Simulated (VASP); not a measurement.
A run of VASP 6.6.1 is set up as follows.

File POSCAR:

```
CdS
1.0
    3.8410415951      0.0000000000      0.0000000000
   -1.9205207975      3.3264395983      0.0000000000
    0.0000000000      0.0000000000      6.4452705832
Cd S
2 2
Direct
    0.0000000000      0.0000000000      0.0000000000
    0.0000000000      0.0000000000      0.5000000000
    0.3333333333      0.6666666667      0.2500000000
    0.6666666667      0.3333333333      0.7500000000
```

File INCAR.step1:

```
ALGO     = Normal         # electronic algorithm
EDIFF    = 1E-4           # SCF threshold, eV
ENCUT    = 520            # plane-wave cutoff, eV
GGA      = PE             # functional
ISMEAR   = 0              # smearing method
LASPH    = T              # aspherical terms in the spheres
LCHARG   = F              # write CHGCAR
LREAL    = F              # projectors in reciprocal space
LWAVE    = T              # write WAVECAR
NBANDS   = 26             # bands
NELM     = 100            # most SCF steps
PREC     = Accurate       # precision mode
SIGMA    = 0.01           # smearing width, eV
```

Contents of INCAR.step2:

```
ALGO     = Normal         # electronic algorithm
EDIFF    = 1E-6           # SCF threshold, eV
ENCUT    = 520            # plane-wave cutoff, eV
ISIF     = 2              # what is computed and relaxed
ISMEAR   = 0              # smearing method
ISTART   = 1            
LASPH    = T              # aspherical terms in the spheres
LCHARG   = F              # write CHGCAR
LMIXTAU  = T            
LREAL    = F              # projectors in reciprocal space
LWAVE    = F              # write WAVECAR
METAGGA  = R2SCAN         # meta-GGA
NBANDS   = 26             # bands
NELM     = 100            # most SCF steps
PREC     = Accurate       # precision mode
SIGMA    = 0.01           # smearing width, eV
```

Contents of KPOINTS:

```
k-points
0
Gamma
  6 6 4
```

Potentials or basis: VASP PAW PBE potentials, release 64 (Cd, S).

Command:

```bash
$ cat potpaw_PBE.64/Cd/POTCAR potpaw_PBE.64/S/POTCAR > POTCAR
$ cp INCAR.step1 INCAR
$ mpirun -np 1 vasp_std > vasp.out
$ cp INCAR.step2 INCAR
$ mpirun -np 1 vasp_std > vasp.out
```

(1) Estimate the pressure.

(2) What does it give for the band gap on the k mesh?

## Answers

(1) 0.5 GPa.

(2) 1.24 eV.

Caveat: the PAW data sets were made with another functional, which shifts forces and pressure a little.
